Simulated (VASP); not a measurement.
SnMo2, 3 atoms in the cell. The structure is hexagonal, space group P6/mmm (No. 191). Conventional cell: a = 4.497 Å, b = 4.497 Å, c = 3.092 Å, α = 90.00°, β = 90.00°, γ = 120.00°. Within 4.0 Å of Sn (site symmetry 6/mmm) lie 12 Mo at 3.02 Å and 2 Sn at 3.09 Å. Within 3.4 Å of Mo (site symmetry -6m2) lie 5 Mo at 2.60 to 3.09 Å and 6 Sn at 3.02 Å. 

- Program: VASP 6.6.1
- Task: single point
- Functional: PBE
- Potentials or basis: VASP PAW PBE potentials, release 64 (Sn_d, Mo_sv)
- Cutoff: 520 eV
- k mesh: 6 × 6 × 6
- Occupations: gaussian, width 0.1 eV
- Spin: no spin polarisation
- Dipole correction: no
- Further INCAR settings: ALGO = Normal; EDIFF = 1e-07; NBANDS = 28

Potentials or basis: VASP PAW PBE potentials, release 64 (Sn_d, Mo_sv).

Run with:

```bash
$ cat potpaw_PBE.64/Sn_d/POTCAR potpaw_PBE.64/Mo_sv/POTCAR > POTCAR
$ mpirun -np 1 vasp_std > vasp.out
```

Hardware: 1 thread of Intel(R) Xeon(R) 6975P-C (Granite Rapids), on a shared host.

**Question.** How long does it take, and how much memory?

**Answer.** Wall time 13 s on 1 thread of Intel(R) Xeon(R) 6975P-C (Granite Rapids), on a shared host, peak memory 0.19 GiB. Counts: scf iterations 12, k points 28.
